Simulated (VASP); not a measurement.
# Ca (P6_3/mmc) in VASP: density of states with PBE

Aim: the density of states of Ca with PBE.

All numbers are computed with VASP 6.6.1; they aren't measurements. Logs are shortened: lines on timing, memory, paths and dates and some standing lists are left out, and cuts for length are marked.

**1. The cell of the first run**

Symmetry: P6_3/mmc, No. 194, hexagonal system. Conventional cell: a = 2.943 Å, b = 2.943 Å, c = 9.699 Å, α = 90.00°, β = 90.00°, γ = 120.00°. Ca (site symmetry -3m) has 12 Ca at 2.94 to 2.96 Å within 3.9 Å. Within 3.9 Å of Ca (site symmetry -6m2) lie 12 Ca at 2.94 to 2.96 Å.

**2. Density of states, PBE (volume scaled by 0.43)**

File POSCAR:

```
Ca
1.0
    2.9434397002      0.0000000000      0.0000000000
   -1.4717198501      2.5490935549      0.0000000000
    0.0000000000      0.0000000000      9.6993571606
Ca
4
Direct
    0.0000000000      0.0000000000      0.0000000000
    0.0000000000      0.0000000000      0.5000000000
    0.3333333333      0.6666666667      0.2500000000
    0.6666666667      0.3333333333      0.7500000000
```

File INCAR.step1:

```
SYSTEM = Ca
PREC = Accurate
ENCUT = 520
EDIFF = 1E-7
ISMEAR = -1
SIGMA = 0.08
LREAL = .False.
LASPH = .True.
NELM = 60
ALGO = Normal
ISIF = 2
LWAVE = .False.
LCHARG = .True.
GGA = PE
NBANDS = 28
```

File KPOINTS.step1:

```
Automatic mesh
0
Gamma
  10 10 3
  0 0 0
```

File INCAR.step2:

```
SYSTEM = Ca
PREC = Accurate
ENCUT = 520
EDIFF = 1E-7
ISMEAR = -5
SIGMA = 0.08
LREAL = .False.
LASPH = .True.
NELM = 60
ALGO = Normal
ISIF = 2
LWAVE = .False.
LCHARG = .False.
GGA = PE
LORBIT = 11
NEDOS = 1001
ICHARG = 11
```

File KPOINTS.step2:

```
Automatic mesh
0
Gamma
  15 15 5
  0 0 0
```

Potentials or basis: VASP PAW PBE potentials, release 64 (Ca_sv).

Started as:

```sh
$ cat potpaw_PBE.64/Ca_sv/POTCAR > POTCAR
$ cp INCAR.step1 INCAR
$ cp KPOINTS.step1 KPOINTS
$ mpirun -np 1 vasp_std > vasp.out
$ cp INCAR.step2 INCAR
$ cp KPOINTS.step2 KPOINTS
$ mpirun -np 1 vasp_std > vasp.out
```

OUTCAR:

```text
SYSTEM = Ca
   PREC = Accurate
   ENCUT = 520
   EDIFF = 1E-7
   ISMEAR = -5
   LREAL = .False.
   LASPH = .True.
   NELM = 60
   ISIF = 2
   GGA = PE
   LORBIT = 11
   ICHARG = 11

 ion  position               nearest neighbor table
   1  0.000  0.000  0.000-   3 2.96   4 2.96   4 2.96   3 2.96   4 2.96   3 2.96
   2  0.000  0.000  0.500-   3 2.96   4 2.96   4 2.96   3 2.96   4 2.96   3 2.96
   3  0.333  0.667  0.250-   1 2.96   2 2.96   1 2.96   2 2.96   1 2.96   2 2.96
   4  0.667  0.333  0.750-   1 2.96   2 2.96   1 2.96   2 2.96   1 2.96   2 2.96

  LATTYP: Found a hexagonal cell.
 ALAT       =     2.9434397002
 C/A-ratio  =     3.2952457494

  Lattice vectors:

 A1 = (   2.9434397002,   0.0000000000,   0.0000000000)
 A2 = (  -1.4717198501,   2.5490935549,   0.0000000000)
 A3 = (   0.0000000000,   0.0000000000,   9.6993571606)

Analysis of symmetry for initial positions (statically):
=====================================================================
 Subroutine PRICEL returns:
 Original cell was already a primitive cell.

 Routine SETGRP: Setting up the symmetry group for a
 hexagonal supercell.

 Subroutine GETGRP returns: Found 24 space group operations
 (whereof 12 operations were pure point group operations)
 out of a pool of 24 trial point group operations.

The static configuration has the point symmetry D_3d.
 The point group associated with its full space group is D_6h.

Analysis of symmetry for dynamics (positions and initial velocities):
=====================================================================
 Subroutine PRICEL returns:
 Original cell was already a primitive cell.

 Routine SETGRP: Setting up the symmetry group for a
 hexagonal supercell.

 Subroutine GETGRP returns: Found 24 space group operations
 (whereof 12 operations were pure point group operations)
 out of a pool of 24 trial point group operations.

The dynamic configuration has the point symmetry D_3d.
 The point group associated with its full space group is D_6h.

 Subroutine INISYM returns: Found 24 space group operations
 (whereof 12 operations are pure point group operations),
 and found     1 'primitive' translations

----------------------------------------------------------------------------------------

                                     Primitive cell

  volume of cell :      72.7753

  direct lattice vectors                    reciprocal lattice vectors
     2.943439700  0.000000000  0.000000000     0.339738572  0.196148156  0.000000000
    -1.471719850  2.549093555  0.000000000     0.000000000  0.392296312  0.000000000
     0.000000000  0.000000000  9.699357161     0.000000000  0.000000000  0.103099616

  length of vectors
     2.943439700  2.943439700  9.699357161     0.392296312  0.392296312  0.103099616

  position of ions in fractional coordinates (direct lattice)
     0.000000000  0.000000000  0.000000000
     0.000000000  0.000000000  0.500000000
     0.333333333  0.666666667  0.250000000
     0.666666667  0.333333333  0.750000000

  ion indices of the primitive-cell ions
   primitive index   ion index
                 1           1
                 2           2
                 3           3
                 4           4

----------------------------------------------------------------------------------------

 KPOINTS: Automatic mesh

Automatic generation of k-mesh.
 Grid dimensions read from file:
 generate k-points for:   15   15    5

 Generating k-lattice:

  Cartesian coordinates                     Fractional coordinates (reciprocal lattice)
     0.022649238  0.013076544  0.000000000     0.066666667  0.000000000  0.000000000
     0.000000000  0.026153087  0.000000000     0.000000000  0.066666667  0.000000000
     0.000000000  0.000000000  0.020619923     0.000000000  0.000000000  0.200000000

  Length of vectors
     0.026153087  0.026153087  0.020619923

  Shift w.r.t. Gamma in fractional coordinates (k-lattice)
     0.000000000  0.000000000  0.000000000

 TETIRR: Found   1034 inequivalent tetrahedra from     6750

 Subroutine IBZKPT returns following result:
 ===========================================

 Found     81 irreducible k-points:

 Following reciprocal coordinates:
            Coordinates               Weight
  0.000000  0.000000  0.000000      1.000000
  0.066667  0.000000  0.000000      6.000000
  0.133333  0.000000  0.000000      6.000000
  0.200000  0.000000  0.000000      6.000000
  0.266667  0.000000  0.000000      6.000000
  0.333333  0.000000  0.000000      6.000000
[... 16 lines left out ...]
  0.333333  0.200000  0.000000     12.000000
  0.400000  0.200000  0.000000      6.000000
 [... further k-points ...]
   k-points           NKPTS =     81   k-points in BZ     NKDIM =     81   number of bands    NBANDS=     24
   number of dos      NEDOS =   1001   number of ions     NIONS =      4
   total plane-waves  NPLWV =  41472
   dimension x,y,z NGX =    24 NGY =   24 NGZ =   72
   dimension x,y,z NGXF=    48 NGYF=   48 NGZF=  144
   ions per type =               4
   NGX,Y,Z   is equivalent  to a cutoff of  13.56, 13.56, 12.34 a.u.
   NGXF,Y,Z  is equivalent  to a cutoff of  27.11, 27.11, 24.68 a.u.
 SYSTEM =  Ca
   PREC   = accura    normal or accurate (medium, high low for compatibility)
   ISTART =      0    job   : 0-new  1-cont  2-samecut
   ICHARG =     11    charge: 1-file 2-atom 10-const
   ISPIN  =      1    spin polarized calculation?
   LNONCOLLINEAR =      F non collinear calculations
   LSORBIT =      F    spin-orbit coupling
   LASPH  =      T    aspherical Exc in radial PAW
   ENCUT  =  520.0 eV  38.22 Ry    6.18 a.u.   5.47  5.47 18.03*2*pi/ulx,y,z
   NELM   =     60;   NELMIN=  2; NELMDL=  0     # of ELM steps
   EDIFF  = 0.1E-06   stopping-criterion for ELM
   LREAL  =      F    real-space projection
   EDIFFG = 0.1E-05   stopping-criterion for IOM
   NSW    =      0    number of steps for IOM
   IBRION =     -1    ionic relax: 0-MD 1-quasi-New 2-CG
   NFREE  =      0    steps in history (QN), initial steepest desc. (CG)
   ISIF   =      2    stress and relaxation
   ISYM   =      2    0-nonsym 1-usesym 2-fastsym
   POTIM  = 0.5000    time-step for ionic-motion
   TEBEG  =    0.0;   TEEND  =   0.0 temperature during run
   PSTRESS=    0.0 pullay stress
   NELECT =      40.0000    total number of electrons
   NUPDOWN=      -1.0000    fix difference up-down
   EMIN   =  10.00;   EMAX   =-10.00  energy-range for DOS
   EFERMI =   0.00;   METHOD = LEGACY
   ISMEAR =    -5;   SIGMA  =   0.08  broadening in eV -4-tet -1-fermi 0-gaus
   EFERMI_NEDOS =   21; number of points for ismear=-14 and -15
   IALGO  =     38    algorithm
   IMIX   =      4    mixing-type and parameters
     AMIX     =   0.40;   BMIX     =  1.00
     AMIX_MAG =   1.60;   BMIX_MAG =  1.00
  volume/ion in A,a.u.               =      18.19       122.78
  Fermi-wavevector in a.u.,A,eV,Ry     =   1.341015  2.534150 24.467635  1.798320
  Thomas-Fermi vector in A             =   2.469282
   LORBIT       =     11    0 simple, 1 ext, 2 COOP (PROOUT), +10 PAW based schemes
   GGA     = PE    functional components
   LHFCALC =     F    Hartree Fock is set to
   AEXX    =    0.0000 exact exchange contribution
   IVDW    =     0    specifies the selected vdW correction
   LEPSILON=     F    determine dielectric tensor
   LRPA    =     F    only Hartree local field effects (RPA)
 non-spin polarized calculation
 Fermi weights with tetrahedron method with Bloechl corrections
  energy-cutoff  :      520.00
  volume of cell :       72.78
 maximum number of plane-waves:      2016
 NGX is ok and might be reduce to    24

 number of electron      39.9999996 magnetization

 Free energy of the ion-electron system (eV)
  ---------------------------------------------------
  ext. energy  EPLUGINS =         0.00000000
  ---------------------------------------------------
  free energy    TOTEN  =         0.86400931 eV

  energy without entropy =        0.86400931  energy(sigma->0) =        0.86400931

 E-fermi :   6.4899     XC(G=0): -10.8925

 val. band max:        6.5055597226   @ k =   0.2667   0.1333   0.0000
 cond. band min:       6.4612490818   @ k =   0.4000   0.1333   0.2000
 fundamental gap:     -0.0443106408
 Fermi energy:         6.4899003251

 k-point     1 :       0.0000    0.0000    0.0000
  band No.  band energies     occupation
      1     -34.2416      2.00000
      2     -34.0579      2.00000
      3     -34.0149      2.00000
      4     -33.8212      2.00000
      5     -16.1676      2.00000
      6     -15.2798      2.00000
[... 16 lines left out ...]
     23       9.0389      0.00000
     24       9.5639      0.00000

 k-point     2 :       0.0667    0.0000    0.0000
  band No.  band energies     occupation
      1     -34.2256      2.00000
      2     -34.0455      2.00000
      3     -34.0025      2.00000
      4     -33.8128      2.00000
      5     -16.1395      2.00000
      6     -15.2838      2.00000
[... 16 lines left out ...]
     23       8.7517      0.00000
     24       9.3558      0.00000

 k-point     3 :       0.1333    0.0000    0.0000
  band No.  band energies     occupation
      1     -34.1795      2.00000
      2     -34.0101      2.00000
      3     -33.9672      2.00000
      4     -33.7895      2.00000
      5     -16.0576      2.00000
      6     -15.3086      2.00000
[... 16 lines left out ...]
     23       8.2633      0.00000
     24       8.8747      0.00000

 k-point     4 :       0.2000    0.0000    0.0000
  band No.  band energies     occupation
      1     -34.1094      2.00000
      2     -33.9575      2.00000
      3     -33.9146      2.00000
      4     -33.7562      2.00000
      5     -15.9304      2.00000
      6     -15.3965      2.00000
[... 16 lines left out ...]
     23       8.0255      0.00000
     24       8.3175      0.00000

 k-point     5 :       0.2667    0.0000    0.0000
  band No.  band energies     occupation
      1     -34.0247      2.00000
      2     -33.8963      2.00000
      3     -33.8534      2.00000
      4     -33.7205      2.00000
      5     -15.7834      2.00000
      6     -15.5855      2.00000
[... 16 lines left out ...]
     23       7.6576      0.00000
     24       7.9375      0.00000

 k-point     6 :       0.3333    0.0000    0.0000
  band No.  band energies     occupation
      1     -33.9375      2.00000
      2     -33.8369      2.00000
      3     -33.7941      2.00000
      4     -33.6909      2.00000
      5     -15.8293      2.00000
      6     -15.8262      2.00000
[... 16 lines left out ...]
     23       7.2447      0.00000
     24       8.1080      0.00000
[... 379 lines left out ...]
 k-point    21 :       0.2000    0.2000    0.0000
  band No.  band energies     occupation
      1     -33.9163      2.00000
      2     -33.8226      2.00000
      3     -33.7798      2.00000
      4     -33.6841      2.00000
      5     -15.7306      2.00000
      6     -15.7301      2.00000
[... 16 lines left out ...]
     23       7.8189      0.00000
     24       8.0134      0.00000

 k-point    22 :       0.2667    0.2000    0.0000
  band No.  band energies     occupation
      1     -33.8440      2.00000
      2     -33.7783      2.00000
      3     -33.7356      2.00000
      4     -33.6692      2.00000
      5     -15.8464      2.00000
      6     -15.8366      2.00000
[... 16 lines left out ...]
     23       7.7836      0.00000
     24       7.9408      0.00000

 k-point    23 :       0.3333    0.2000    0.0000
  band No.  band energies     occupation
      1     -33.7870      2.00000
      2     -33.7480      2.00000
      3     -33.7054      2.00000
      4     -33.6664      2.00000
      5     -15.9393      2.00000
      6     -15.9052      2.00000
[... 16 lines left out ...]
     23       7.5931      0.00000
     24       7.8948      0.00000

 k-point    24 :       0.4000    0.2000    0.0000
  band No.  band energies     occupation
      1     -33.7631      2.00000
      2     -33.7372      2.00000
      3     -33.6948      2.00000
      4     -33.6689      2.00000
      5     -15.9751      2.00000
      6     -15.9286      2.00000
[... 16 lines left out ...]
     23       7.4663      0.00000
     24       7.6623      0.00000

 [... further k-points ...]

------------------------ aborting loop because EDIFF is reached ----------------------------------------

  FORCE on cell =-STRESS in cart. coord.  units (eV):
  Direction    XX          YY          ZZ          XY          YZ          ZX
  --------------------------------------------------------------------------------------
  -------------------------------------------------------------------------------------
  Total       21.7208793     21.7208793     21.5484960      0.0000000     -0.0000000      0.0000000
  in kB      478.1939911    478.1939911    474.3989031      0.0000000     -0.0000000      0.0000000
  external PRESSURE =     476.9289618 kB  Pullay stress =       0.0000000 kB

 VOLUME and BASIS-vectors are now :
 -----------------------------------------------------------------------------
  energy-cutoff  :      520.00
  volume of cell :       72.78
      direct lattice vectors                 reciprocal lattice vectors
     2.943439700  0.000000000  0.000000000     0.339738572  0.196148156  0.000000000
    -1.471719850  2.549093555  0.000000000     0.000000000  0.392296312  0.000000000
     0.000000000  0.000000000  9.699357161     0.000000000  0.000000000  0.103099616

 POSITION                                       TOTAL-FORCE (eV/Angst)
 -----------------------------------------------------------------------------------
      0.00000      0.00000      0.00000        -0.000000      0.000000      0.000000
      0.00000      0.00000      4.84968        -0.000000      0.000000      0.000000
     -0.00000      1.69940      2.42484         0.000000      0.000000     -0.000000
      1.47172      0.84970      7.27452        -0.000000      0.000000      0.000000
 -----------------------------------------------------------------------------------
    total drift:                               -0.000000      0.000000      0.000000

  FREE ENERGIE OF THE ION-ELECTRON SYSTEM (eV)
  ---------------------------------------------------
  free  energy   TOTEN  =         0.8640093095 eV

  energy  without entropy=        0.8640093095  energy(sigma->0) =        0.86400931

 total charge

# of ion       s       p       d       tot
------------------------------------------
    1        2.162   5.818   0.581   8.560
    2        2.162   5.818   0.581   8.560
    3        2.167   5.810   0.597   8.574
    4        2.167   5.810   0.597   8.574
--------------------------------------------------
tot          8.658  23.255   2.356  34.269
```

It took 1.9 min on 1 thread of Intel Xeon 6975P-C, shared host; peak memory 0.26 GiB.

What came out:

- Valence electrons inside the program's atomic spheres: Ca 8.56, 8.57

Caveat: tetrahedron occupations give inexact forces and stress in metals.
